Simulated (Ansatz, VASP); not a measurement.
## Cd3HgSe4: VASP beside Ansatz

The input INCAR:

```
  PREC = Accurate
  ENCUT = 600
  EDIFF = 1E-6
  ISMEAR = 0
  SIGMA = 0.1
  LREAL = F
  LASPH = T
  NELM = 60
  ALGO = Normal
  ISIF = 3
  LWAVE = F
  LCHARG = F
  GGA = PE
  IBRION = 2
  NSW = 90
  EDIFFG = -0.04
```

The input KPOINTS:

```
regular mesh
0
Gamma
  4 4 4
```

File POSCAR:

```
Cd3HgSe4
1.0
   -2.9816376200      2.9816376200      5.9632752300
    2.9816376200     -2.9816376200      5.9632752300
    2.9816376200      2.9816376200     -5.9632752300
Cd Hg Se
3 1 4
Direct
    0.5000000000      0.5000000000      0.0000000000
    0.2500000000      0.7500000000      0.5000000000
    0.7500000000      0.2500000000      0.5000000000
    0.0000000000      0.0000000000      0.0000000000
    0.8750000000      0.8750000000      0.5000000000
    0.3750000000      0.3750000000      0.5000000000
    0.1250000000      0.6250000000      0.0000000000
    0.6250000000      0.1250000000      0.0000000000
```

Input for Ansatz:

```yaml
crystal:
  lattice:
    - [-2.98163762, 2.98163762, 5.96327523]
    - [2.98163762, -2.98163762, 5.96327523]
    - [2.98163762, 2.98163762, -5.96327523]
  atoms:
    - { symbol: Cd, position: [0.5, 0.5, 0.0] }
    - { symbol: Cd, position: [0.25, 0.75, 0.5] }
    - { symbol: Cd, position: [0.75, 0.25, 0.5] }
    - { symbol: Hg, position: [0.0, 0.0, 0.0] }
    - { symbol: Se, position: [0.875, 0.875, 0.5] }
    - { symbol: Se, position: [0.375, 0.375, 0.5] }
    - { symbol: Se, position: [0.125, 0.625, 0.0] }
    - { symbol: Se, position: [0.625, 0.125, 0.0] }
basis:
  ecutwfc: 420
kpoints:
  mp_grid: { grid: [4, 4, 4] }
hamiltonian:
  xc: pbe
scf:
  occupations: { method: gaussian, width: 0.1 }
  lower_state_search: "off"
output:
  forces: true
  stress: true
  eigenvalues: true
relax:
  adjacent_minimum: "off"
  f_tol: 0.04
  max_steps: 70
  cell: { stress_tol: 0.4 }
```

Alike in both runs: task relaxation of cell and atoms; functional PBE; k mesh 4 × 4 × 4; occupations gaussian, width 0.1 eV; no spin polarisation.

|  | VASP | Ansatz |
| --- | --- | --- |
| version | VASP 6.6.1 | Ansatz 0.2.0 |
| potentials or method | VASP PAW PBE potentials, release 64 (Cd, Hg, Se), cutoff 600 eV | scalar-relativistic, plane waves, PAW |
| valence electrons in the cell | 72 | 144 |

Ansatz gave:

```
gap on the k mesh at the Fermi level, each at its own relaxed structure (eV) : 0.10
relaxed volume (Å³/atom)                                                     : 30.12
relaxed length of the cell vector where the two differ most in proportion (Å)              : 7.622
```

Problem. Which values does VASP return?

Solution. gap on the k mesh at the Fermi level, each at its own relaxed structure (eV): 0.09; relaxed volume (Å³/atom): 30.17; relaxed length of the cell vector where the two differ most in proportion (Å): 7.626.

VASP's potentials hold 72 valence electrons a cell and Ansatz's 144, so a difference there can come from the potentials and not from the codes.

Spin-orbit coupling is off throughout.
